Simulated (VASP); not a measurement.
# MoS2 (v.B) in VASP: single point with PBEsol+D4

Aim: the single point of MoS2 (v.B) with PBEsol+D4.

Program: VASP 6.6.1. These are calculated values, not measurements. Logs are shortened: lines on timing, memory, paths and dates and some standing lists are left out, and cuts for length are marked.

## (1) The cell of the first run

The cell holds a sheet with vacuum, 3 atoms: a = 3.125 Å, b = 3.125 Å, c = 30.040 Å, α = 90.00°, β = 90.00°, γ = 120.00°.

## (2) Single point, PBEsol+D4

Contents of INCAR:

```
ALGO = Normal ; DIPOL = 0.5 0.5 0.285
EDIFF = 1E-6 ; ENCUT = 400
GGA = PS ; GGA_COMPAT = F
IDIPOL = 3 ; ISIF = 2
ISMEAR = 0 ; IVDW = 13
LASPH = T ; LCHARG = F
LDIPOL = T ; LREAL = F
LWAVE = F ; NBANDS = 20
NELM = 120 ; NELMDL = -8
PREC = Accurate ; SIGMA = 0.03
```

Contents of KPOINTS:

```
k-points
0
Gamma
  12 12 1
```

Contents of POSCAR:

```
MoS2
1.0
    3.1251701526      0.0000000000      0.0000000000
   -1.5625850763      2.7064767433      0.0000000000
    0.0000000000      0.0000000000     30.0399999981
S Mo
2 1
Direct
    0.6666666667      0.3333333333      0.2329752626
    0.6666666667      0.3333333333      0.3369315284
    0.3333333333      0.6666666667      0.2849533955
```

Potentials or basis: VASP PAW PBE potentials, release 64 (S, Mo_sv).

Command:

```console
> cat potpaw_PBE.64/S/POTCAR potpaw_PBE.64/Mo_sv/POTCAR > POTCAR
> mpirun -np 1 vasp_std > vasp.out
```

OUTCAR:

```text
EDIFF = 1E-6
   ENCUT = 400
   GGA = PS
   ISIF = 2
   ISMEAR = 0
   IVDW = 13
   LASPH = T
   LREAL = F
   NELM = 120
   NELMDL = -8
   PREC = Accurate

 ion  position               nearest neighbor table
   1  0.667  0.333  0.233-   3 2.39   3 2.39   3 2.39
   2  0.667  0.333  0.337-   3 2.39   3 2.39   3 2.39
   3  0.333  0.667  0.285-   1 2.39   2 2.39   1 2.39   2 2.39   1 2.39   2 2.39

  LATTYP: Found a hexagonal cell.
 ALAT       =     3.1251701526
 C/A-ratio  =     9.6122766222

  Lattice vectors:

 A1 = (   3.1251701526,   0.0000000000,   0.0000000000)
 A2 = (  -1.5625850763,   2.7064767433,   0.0000000000)
 A3 = (   0.0000000000,   0.0000000000,  30.0399999981)

Analysis of symmetry for initial positions (statically):
=====================================================================
 Subroutine PRICEL returns:
 Original cell was already a primitive cell.

 Routine SETGRP: Setting up the symmetry group for a
 hexagonal supercell.

 Subroutine GETGRP returns: Found 12 space group operations
 (whereof  6 operations were pure point group operations)
 out of a pool of 24 trial point group operations.

The static configuration has the point symmetry C_3v.
 The point group associated with its full space group is D_3h.

Analysis of symmetry for dynamics (positions and initial velocities):
=====================================================================
 Subroutine PRICEL returns:
 Original cell was already a primitive cell.

 Routine SETGRP: Setting up the symmetry group for a
 hexagonal supercell.

 Subroutine GETGRP returns: Found 12 space group operations
 (whereof  6 operations were pure point group operations)
 out of a pool of 24 trial point group operations.

The dynamic configuration has the point symmetry C_3v.
 The point group associated with its full space group is D_3h.

 Subroutine INISYM returns: Found 12 space group operations
 (whereof  6 operations are pure point group operations),
 and found     1 'primitive' translations

----------------------------------------------------------------------------------------

                                     Primitive cell

  volume of cell :     254.0843

  direct lattice vectors                    reciprocal lattice vectors
     3.125170153  0.000000000  0.000000000     0.319982577  0.184742027  0.000000000
    -1.562585076  2.706476743  0.000000000     0.000000000  0.369484054  0.000000000
     0.000000000  0.000000000 30.039999998     0.000000000  0.000000000  0.033288948

  length of vectors
     3.125170153  3.125170153 30.039999998     0.369484054  0.369484054  0.033288948

  position of ions in fractional coordinates (direct lattice)
     0.666666667  0.333333333  0.232975263
     0.666666667  0.333333333  0.336931528
     0.333333333  0.666666667  0.284953395

  ion indices of the primitive-cell ions
   primitive index   ion index
                 1           1
                 2           2
                 3           3

----------------------------------------------------------------------------------------

 KPOINTS: k-points

Automatic generation of k-mesh.
 Grid dimensions read from file:
 generate k-points for:   12   12    1

 Generating k-lattice:

  Cartesian coordinates                     Fractional coordinates (reciprocal lattice)
     0.026665215  0.015395169  0.000000000     0.083333333 -0.000000000  0.000000000
     0.000000000  0.030790338  0.000000000     0.000000000  0.083333333  0.000000000
     0.000000000  0.000000000  0.033288948     0.000000000  0.000000000  1.000000000

  Length of vectors
     0.030790338  0.030790338  0.033288948

  Shift w.r.t. Gamma in fractional coordinates (k-lattice)
     0.000000000  0.000000000  0.000000000

 Subroutine IBZKPT returns following result:
 ===========================================

 Found     19 irreducible k-points:

 Following reciprocal coordinates:
            Coordinates               Weight
  0.000000  0.000000  0.000000      1.000000
  0.083333 -0.000000  0.000000      6.000000
  0.166667  0.000000  0.000000      6.000000
  0.250000 -0.000000  0.000000      6.000000
  0.333333 -0.000000  0.000000      6.000000
  0.416667 -0.000000  0.000000      6.000000
[... 11 lines left out ...]
  0.333333  0.250000  0.000000     12.000000
  0.333333  0.333333  0.000000      2.000000
   k-points           NKPTS =     19   k-points in BZ     NKDIM =     19   number of bands    NBANDS=     20
   number of dos      NEDOS =    301   number of ions     NIONS =      3
   total plane-waves  NPLWV =  78400
   dimension x,y,z NGX =    20 NGY =   20 NGZ =  196
   dimension x,y,z NGXF=    40 NGYF=   40 NGZF=  392
   ions per type =               2   1
   NGX,Y,Z   is equivalent  to a cutoff of  10.64, 10.64, 10.85 a.u.
   NGXF,Y,Z  is equivalent  to a cutoff of  21.28, 21.28, 21.69 a.u.
 SYSTEM =  unknown system
   PREC   = accura    normal or accurate (medium, high low for compatibility)
   ISTART =      0    job   : 0-new  1-cont  2-samecut
   ICHARG =      2    charge: 1-file 2-atom 10-const
   ISPIN  =      1    spin polarized calculation?
   LNONCOLLINEAR =      F non collinear calculations
   LSORBIT =      F    spin-orbit coupling
   LASPH  =      T    aspherical Exc in radial PAW
   ENCUT  =  400.0 eV  29.40 Ry    5.42 a.u.   5.10  5.10 48.99*2*pi/ulx,y,z
   NELM   =    120;   NELMIN=  2; NELMDL= -8     # of ELM steps
   EDIFF  = 0.1E-05   stopping-criterion for ELM
   LREAL  =      F    real-space projection
   EDIFFG = 0.1E-04   stopping-criterion for IOM
   NSW    =      0    number of steps for IOM
   IBRION =     -1    ionic relax: 0-MD 1-quasi-New 2-CG
   NFREE  =      0    steps in history (QN), initial steepest desc. (CG)
   ISIF   =      2    stress and relaxation
   ISYM   =      2    0-nonsym 1-usesym 2-fastsym
   POTIM  = 0.5000    time-step for ionic-motion
   TEBEG  =    0.0;   TEEND  =   0.0 temperature during run
   PSTRESS=    0.0 pullay stress
   NELECT =      26.0000    total number of electrons
   NUPDOWN=      -1.0000    fix difference up-down
   EMIN   =  10.00;   EMAX   =-10.00  energy-range for DOS
   EFERMI =   0.00;   METHOD = LEGACY
   ISMEAR =     0;   SIGMA  =   0.03  broadening in eV -4-tet -1-fermi 0-gaus
   EFERMI_NEDOS =   21; number of points for ismear=-14 and -15
   IALGO  =     38    algorithm
   IMIX   =      4    mixing-type and parameters
     AMIX     =   0.40;   BMIX     =  1.00
     AMIX_MAG =   1.60;   BMIX_MAG =  1.00
  volume/ion in A,a.u.               =      84.69       571.55
  Fermi-wavevector in a.u.,A,eV,Ry     =   0.765726  1.447012  7.977587  0.586336
  Thomas-Fermi vector in A             =   1.865909
   LORBIT       =      0    0 simple, 1 ext, 2 COOP (PROOUT), +10 PAW based schemes
   GGA     = PS    functional components
   LHFCALC =     F    Hartree Fock is set to
   AEXX    =    0.0000 exact exchange contribution
   IVDW    =    13    specifies the selected vdW correction
   LEPSILON=     F    determine dielectric tensor
   LRPA    =     F    only Hartree local field effects (RPA)
 non-spin polarized calculation
 Gauss-broadening in eV      SIGMA  =   0.03
  energy-cutoff  :      400.00
  volume of cell :      254.08
 maximum number of plane-waves:      4651
   NGX = 11   NGY = 11   NGZ = 97

 dipolmoment           0.000000      0.000000     -0.000006 electrons x Angstroem

 number of electron      26.0000004 magnetization

 dipolmoment           0.000000      0.000000      0.000004 electrons x Angstroem

 Free energy of the ion-electron system (eV)
  ---------------------------------------------------
  ext. energy  EPLUGINS =         0.00000000
  ---------------------------------------------------
  free energy    TOTEN  =       -23.42034821 eV

  energy without entropy =      -23.42034821  energy(sigma->0) =      -23.42034821

 E-fermi :  -2.9198     XC(G=0):  -2.6143

 val. band max:       -3.2513892848   @ k =   0.3333   0.3333   0.0000
 cond. band min:      -1.3835468698   @ k =   0.3333   0.3333   0.0000
 fundamental gap:      1.8678424149
 Fermi energy:        -2.9198054729

 k-point     1 :       0.0000    0.0000    0.0000
  band No.  band energies     occupation
      1     -63.9343      2.00000
      2     -38.1618      2.00000
      3     -37.8768      2.00000
      4     -37.8768      2.00000
      5     -17.5289      2.00000
      6     -16.1675      2.00000
[... 12 lines left out ...]
     19       2.3675      0.00000
     20       2.7301      0.00000

 k-point     2 :       0.0833   -0.0000    0.0000
  band No.  band energies     occupation
      1     -63.9311      2.00000
      2     -38.1555      2.00000
      3     -37.9080      2.00000
      4     -37.8838      2.00000
      5     -17.4167      2.00000
      6     -16.1213      2.00000
[... 12 lines left out ...]
     19       2.5089      0.00000
     20       2.8807      0.00000

 k-point     3 :       0.1667    0.0000    0.0000
  band No.  band energies     occupation
      1     -63.9222      2.00000
      2     -38.1385      2.00000
      3     -37.9933      2.00000
      4     -37.9031      2.00000
      5     -17.0973      2.00000
      6     -15.9898      2.00000
[... 12 lines left out ...]
     19       2.9227      0.00000
     20       3.3085      0.00000

 k-point     4 :       0.2500   -0.0000    0.0000
  band No.  band energies     occupation
      1     -63.9101      2.00000
      2     -38.1151      2.00000
      3     -38.1081      2.00000
      4     -37.9294      2.00000
      5     -16.6223      2.00000
      6     -15.7957      2.00000
[... 314 lines left out ...]
 k-point    18 :       0.3333    0.2500    0.0000
  band No.  band energies     occupation
      1     -63.8813      2.00000
      2     -38.2536      2.00000
      3     -38.1143      2.00000
      4     -38.0597      2.00000
      5     -15.2291      2.00000
      6     -15.2001      2.00000
[... 12 lines left out ...]
     19       5.0638      0.00000
     20       6.1381      0.00000

 k-point    19 :       0.3333    0.3333    0.0000
  band No.  band energies     occupation
      1     -63.8797      2.00000
      2     -38.2193      2.00000
      3     -38.1677      2.00000
      4     -38.0565      2.00000
      5     -15.1526      2.00000
      6     -15.1391      2.00000
[... 12 lines left out ...]
     19       4.3748      0.00000
     20       6.4298      0.00000

------------------------ aborting loop because EDIFF is reached ----------------------------------------

 vacuum level on the upper side and lower side of the slab       (xc-potential included)        -0.007        -0.008

  DFT-D4 for vdW energy calculation

  Edisp (eV):   -0.51427

  FORCE on cell =-STRESS in cart. coord.  units (eV):
  Direction    XX          YY          ZZ          XY          YZ          ZX
  --------------------------------------------------------------------------------------
  -------------------------------------------------------------------------------------
  Total      -0.09170    -0.09170    -0.11121     0.00000     0.00000     0.00000
  in kB      -0.57820    -0.57820    -0.70126     0.00000     0.00000     0.00000
  external pressure =       -0.62 kB  Pullay stress =        0.00 kB

 VOLUME and BASIS-vectors are now :
 -----------------------------------------------------------------------------
  energy-cutoff  :      400.00
  volume of cell :      254.08
      direct lattice vectors                 reciprocal lattice vectors
     3.125170153  0.000000000  0.000000000     0.319982577  0.184742027  0.000000000
    -1.562585076  2.706476743  0.000000000     0.000000000  0.369484054  0.000000000
     0.000000000  0.000000000 30.039999998     0.000000000  0.000000000  0.033288948

 POSITION                                       TOTAL-FORCE (eV/Angst)
 -----------------------------------------------------------------------------------
      1.56259      0.90216      6.99858        -0.000000      0.000000      0.002060
      1.56259      0.90216     10.12142        -0.000000      0.000000     -0.002060
     -0.00000      1.80432      8.56000         0.000000     -0.000000     -0.000000
 -----------------------------------------------------------------------------------
    total drift:                                0.000001     -0.000000      0.000059

  FREE ENERGIE OF THE ION-ELECTRON SYSTEM (eV)
  ---------------------------------------------------
  free  energy   TOTEN  =       -23.9346206401 eV

  energy  without entropy=      -23.9346206401  energy(sigma->0) =      -23.93462064

 vacuum level on the upper side and lower side of the slab         2.661         2.661
```

Run time: 2.9 min. Hardware: 1 thread of Intel Xeon 8259CL, shared host; peak memory 0.29 GiB.

Results:

```yaml
Free_energy: -23.9346 eV
Band_gap_on_the_k_mesh: 1.87 eV, direct
Dispersion_energy_per_atom: -0.171 eV
```

Forces in eV/Å, atoms in the order of the input:
```
S    0.000  0.000  0.002
S    0.000  0.000 -0.002
Mo   0.000  0.000  0.000
```

Caveat: the PAW data sets were made with another functional, which shifts forces and pressure a little.
